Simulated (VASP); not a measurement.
# Mg (Fm-3m) in VASP: notebook

Runs on Mg. Level: PBE. Tasks: single point, relaxation of cell and atoms.

All numbers are computed with VASP 6.6.1; they aren't measurements. Logs are shortened: lines on timing, memory, paths and dates and some standing lists are left out, and cuts for length are marked.

## 1. The cell of the first run

Symmetry: Fm-3m, No. 225, cubic system. Conventional cell: a = 4.523 Å, b = 4.523 Å, c = 4.523 Å, α = 90.00°, β = 90.00°, γ = 90.00°. Mg (site symmetry m-3m) has 12 Mg at 3.20 Å within 4.2 Å.

## 2. Single point, PBE

INCAR reads:

```
SYSTEM = Mg
  PREC = Accurate
  ENCUT = 520
  EDIFF = 1E-7
  ISMEAR = -1
  SIGMA = 0.08
  LREAL = .False.
  LASPH = .True.
  NELM = 60
  ALGO = Normal
  ISIF = 2
  LWAVE = .False.
  LCHARG = .False.
  GGA = PE
  NBANDS = 7
```

KPOINTS reads:

```
Automatic mesh
0
Gamma
  16 16 16
  0 0 0
```

POSCAR reads:

```
Mg
1.0
    0.0000000000      2.2615414746      2.2615414746
    2.2615414746      0.0000000000      2.2615414746
    2.2615414746      2.2615414746      0.0000000000
Mg
1
Direct
    0.0000000000      0.0000000000      0.0000000000
```

Potentials or basis: VASP PAW PBE potentials, release 64 (Mg).

Command:

```console
cat potpaw_PBE.64/Mg/POTCAR > POTCAR
mpirun -np 1 vasp_std > vasp.out
```

OUTCAR:

```text
SYSTEM = Mg
   PREC = Accurate
   ENCUT = 520
   EDIFF = 1E-7
   ISMEAR = -1
   LREAL = .False.
   LASPH = .True.
   NELM = 60
   ISIF = 2
   GGA = PE

 ion  position               nearest neighbor table
   1  0.000  0.000  0.000-

  LATTYP: Found a face centered cubic cell.
 ALAT       =     4.5230829492

  Lattice vectors:

 A1 = (   0.0000000000,   2.2615414746,   2.2615414746)
 A2 = (   2.2615414746,   0.0000000000,   2.2615414746)
 A3 = (   2.2615414746,   2.2615414746,   0.0000000000)

Analysis of symmetry for initial positions (statically):
=====================================================================
 Subroutine PRICEL returns:
 Original cell was already a primitive cell.

 Routine SETGRP: Setting up the symmetry group for a
 face centered cubic supercell.

 Subroutine GETGRP returns: Found 48 space group operations
 (whereof 48 operations were pure point group operations)
 out of a pool of 48 trial point group operations.

The static configuration has the point symmetry O_h .

Analysis of symmetry for dynamics (positions and initial velocities):
=====================================================================
 Subroutine PRICEL returns:
 Original cell was already a primitive cell.

 Routine SETGRP: Setting up the symmetry group for a
 face centered cubic supercell.

 Subroutine GETGRP returns: Found 48 space group operations
 (whereof 48 operations were pure point group operations)
 out of a pool of 48 trial point group operations.

The dynamic configuration has the point symmetry O_h .

 Subroutine INISYM returns: Found 48 space group operations
 (whereof 48 operations are pure point group operations),
 and found     1 'primitive' translations

----------------------------------------------------------------------------------------

                                     Primitive cell

  volume of cell :      23.1336

  direct lattice vectors                    reciprocal lattice vectors
     0.000000000  2.261541475  2.261541475    -0.221088141  0.221088141  0.221088141
     2.261541475  0.000000000  2.261541475     0.221088141 -0.221088141  0.221088141
     2.261541475  2.261541475  0.000000000     0.221088141  0.221088141 -0.221088141

  length of vectors
     3.198302625  3.198302625  3.198302625     0.382935893  0.382935893  0.382935893

  position of ions in fractional coordinates (direct lattice)
     0.000000000  0.000000000  0.000000000

  ion indices of the primitive-cell ions
   primitive index   ion index
                 1           1

----------------------------------------------------------------------------------------

 KPOINTS: Automatic mesh

Automatic generation of k-mesh.
 Grid dimensions read from file:
 generate k-points for:   16   16   16

 Generating k-lattice:

  Cartesian coordinates                     Fractional coordinates (reciprocal lattice)
    -0.013818009  0.013818009  0.013818009     0.062500000  0.000000000  0.000000000
     0.013818009 -0.013818009  0.013818009     0.000000000  0.062500000  0.000000000
     0.013818009  0.013818009 -0.013818009     0.000000000  0.000000000  0.062500000

  Length of vectors
     0.023933493  0.023933493  0.023933493

  Shift w.r.t. Gamma in fractional coordinates (k-lattice)
     0.000000000  0.000000000  0.000000000

 Subroutine IBZKPT returns following result:
 ===========================================

 Found    145 irreducible k-points:

 Following reciprocal coordinates:
            Coordinates               Weight
  0.000000  0.000000  0.000000      1.000000
  0.062500  0.000000  0.000000      8.000000
  0.125000  0.000000  0.000000      8.000000
  0.187500  0.000000  0.000000      8.000000
  0.250000  0.000000  0.000000      8.000000
  0.312500  0.000000  0.000000      8.000000
[... 16 lines left out ...]
 -0.125000  0.062500  0.000000     24.000000
 -0.062500  0.062500  0.000000     12.000000
 [... further k-points ...]
   k-points           NKPTS =    145   k-points in BZ     NKDIM =    145   number of bands    NBANDS=      7
   number of dos      NEDOS =    301   number of ions     NIONS =      1
   total plane-waves  NPLWV =  13824
   dimension x,y,z NGX =    24 NGY =   24 NGZ =   24
   dimension x,y,z NGXF=    48 NGYF=   48 NGZF=   48
   ions per type =               1
   NGX,Y,Z   is equivalent  to a cutoff of  12.48, 12.48, 12.48 a.u.
   NGXF,Y,Z  is equivalent  to a cutoff of  24.95, 24.95, 24.95 a.u.
 SYSTEM =  Mg
   PREC   = accura    normal or accurate (medium, high low for compatibility)
   ISTART =      0    job   : 0-new  1-cont  2-samecut
   ICHARG =      2    charge: 1-file 2-atom 10-const
   ISPIN  =      1    spin polarized calculation?
   LNONCOLLINEAR =      F non collinear calculations
   LSORBIT =      F    spin-orbit coupling
   LASPH  =      T    aspherical Exc in radial PAW
   ENCUT  =  520.0 eV  38.22 Ry    6.18 a.u.   5.95  5.95  5.95*2*pi/ulx,y,z
   NELM   =     60;   NELMIN=  2; NELMDL= -5     # of ELM steps
   EDIFF  = 0.1E-06   stopping-criterion for ELM
   LREAL  =      F    real-space projection
   EDIFFG = 0.1E-05   stopping-criterion for IOM
   NSW    =      0    number of steps for IOM
   IBRION =     -1    ionic relax: 0-MD 1-quasi-New 2-CG
   NFREE  =      0    steps in history (QN), initial steepest desc. (CG)
   ISIF   =      2    stress and relaxation
   ISYM   =      2    0-nonsym 1-usesym 2-fastsym
   POTIM  = 0.5000    time-step for ionic-motion
   TEBEG  =    0.0;   TEEND  =   0.0 temperature during run
   PSTRESS=    0.0 pullay stress
   NELECT =       2.0000    total number of electrons
   NUPDOWN=      -1.0000    fix difference up-down
   EMIN   =  10.00;   EMAX   =-10.00  energy-range for DOS
   EFERMI =   0.00;   METHOD = LEGACY
   ISMEAR =    -1;   SIGMA  =   0.08  broadening in eV -4-tet -1-fermi 0-gaus
   EFERMI_NEDOS =   21; number of points for ismear=-14 and -15
   IALGO  =     38    algorithm
   IMIX   =      4    mixing-type and parameters
     AMIX     =   0.40;   BMIX     =  1.00
     AMIX_MAG =   1.60;   BMIX_MAG =  1.00
  volume/ion in A,a.u.               =      23.13       156.11
  Fermi-wavevector in a.u.,A,eV,Ry     =   0.723886  1.367946  7.129605  0.524011
  Thomas-Fermi vector in A             =   1.814216
   LORBIT       =      0    0 simple, 1 ext, 2 COOP (PROOUT), +10 PAW based schemes
   GGA     = PE    functional components
   LHFCALC =     F    Hartree Fock is set to
   AEXX    =    0.0000 exact exchange contribution
   IVDW    =     0    specifies the selected vdW correction
   LEPSILON=     F    determine dielectric tensor
   LRPA    =     F    only Hartree local field effects (RPA)
 non-spin polarized calculation
  energy-cutoff  :      520.00
  volume of cell :       23.13
 maximum number of plane-waves:       636
   NGX = 11   NGY = 11   NGZ = 11

 number of electron       2.0000000 magnetization

 Free energy of the ion-electron system (eV)
  ---------------------------------------------------
  ext. energy  EPLUGINS =         0.00000000
  ---------------------------------------------------
  free energy    TOTEN  =        -1.49708832 eV

  energy without entropy =       -1.48654770  energy(sigma->0) =       -1.49181801

 E-fermi :   2.5735     XC(G=0):  -8.4680

 val. band max:        2.5735056541   @ k =  -0.3750   0.4375   0.1250
 cond. band min:       2.6095760622   @ k =  -0.3125   0.3750   0.1250
 fundamental gap:      0.0360704081
 Fermi energy:         2.5735154763

 k-point     1 :       0.0000    0.0000    0.0000
  band No.  band energies     occupation
      1      -4.3059      2.00000
      2      14.8939      0.00000
      3      14.8939      0.00000
      4      14.8939      0.00000
      5      16.7849      0.00000
      6      16.7849      0.00000
      7      16.7849      0.00000

 k-point     2 :       0.0625    0.0000    0.0000
  band No.  band energies     occupation
      1      -4.2194      2.00000
      2      13.4978      0.00000
      3      14.6841      0.00000
      4      14.6841      0.00000
      5      16.8317      0.00000
      6      17.1406      0.00000
      7      17.1406      0.00000

 k-point     3 :       0.1250    0.0000    0.0000
  band No.  band energies     occupation
      1      -3.9606      2.00000
      2      11.4547      0.00000
      3      14.2997      0.00000
      4      14.2997      0.00000
      5      16.5702      0.00000
      6      17.9595      0.00000
      7      17.9595      0.00000

 k-point     4 :       0.1875    0.0000    0.0000
  band No.  band energies     occupation
      1      -3.5307      2.00000
      2       9.4324      0.00000
      3      13.9578      0.00000
      4      13.9578      0.00000
      5      16.2734      0.00000
      6      17.9686      0.00000
      7      17.9686      0.00000

 k-point     5 :       0.2500    0.0000    0.0000
  band No.  band energies     occupation
      1      -2.9321      2.00000
      2       7.5064      0.00000
      3      13.7211      0.00000
      4      13.7211      0.00000
      5      16.0416      0.00000
      6      16.9609      0.00000
      7      16.9609      0.00000
[... 161 lines left out ...]
 k-point    22 :      -0.1875    0.0625    0.0000
  band No.  band energies     occupation
      1      -3.2737      2.00000
      2       8.8252      0.00000
      3      12.2888      0.00000
      4      14.9135      0.00000
      5      16.6559      0.00000
      6      16.8240      0.00000
      7      17.8554      0.00000

 k-point    23 :      -0.1250    0.0625    0.0000
  band No.  band energies     occupation
      1      -3.7597      2.00000
      2      10.7781      0.00000
      3      12.6783      0.00000
      4      15.1156      0.00000
      5      17.0753      0.00000
      6      17.4899      0.00000
      7      17.7674      0.00000

 k-point    24 :      -0.0625    0.0625    0.0000
  band No.  band energies     occupation
      1      -4.0756      2.00000
      2      12.5809      0.00000
      3      13.3800      0.00000
      4      15.1178      0.00000
      5      16.9527      0.00000
      6      17.1511      0.00000
      7      17.7609      0.00000

 [... further k-points ...]
[... 5 lines left out ...]
  --------------------------------------------------------------------------------------
  -------------------------------------------------------------------------------------
  Total       -0.0174422     -0.0174422     -0.0174422      0.0000000      0.0000000      0.0000000
  in kB       -1.2080030     -1.2080030     -1.2080030      0.0000000      0.0000000      0.0000000
  external PRESSURE =      -1.2080030 kB  Pullay stress =       0.0000000 kB

 VOLUME and BASIS-vectors are now :
 -----------------------------------------------------------------------------
  energy-cutoff  :      520.00
  volume of cell :       23.13
      direct lattice vectors                 reciprocal lattice vectors
     0.000000000  2.261541475  2.261541475    -0.221088141  0.221088141  0.221088141
     2.261541475  0.000000000  2.261541475     0.221088141 -0.221088141  0.221088141
     2.261541475  2.261541475  0.000000000     0.221088141  0.221088141 -0.221088141

 POSITION                                       TOTAL-FORCE (eV/Angst)
 -----------------------------------------------------------------------------------
      0.00000      0.00000      0.00000         0.000000      0.000000     -0.000000
 -----------------------------------------------------------------------------------
    total drift:                               -0.000000      0.000000      0.000000

  FREE ENERGIE OF THE ION-ELECTRON SYSTEM (eV)
  ---------------------------------------------------
  free  energy   TOTEN  =        -1.4970883208 eV

  energy  without entropy=       -1.4865476973  energy(sigma->0) =       -1.49181801
```

It took 7.3 s on 1 thread of Intel Xeon Platinum 8488C (Sapphire Rapids), shared host; peak memory 0.15 GiB.

Results:

```yaml
Free_energy: -1.4971 eV
Pressure: -0.1 GPa
Band_gap_on_the_k_mesh: zero (band 1 reaches 4.02 eV, above the bottom of band 2 at 1.30 eV)
```

(Part 1 of 2 ends here.)
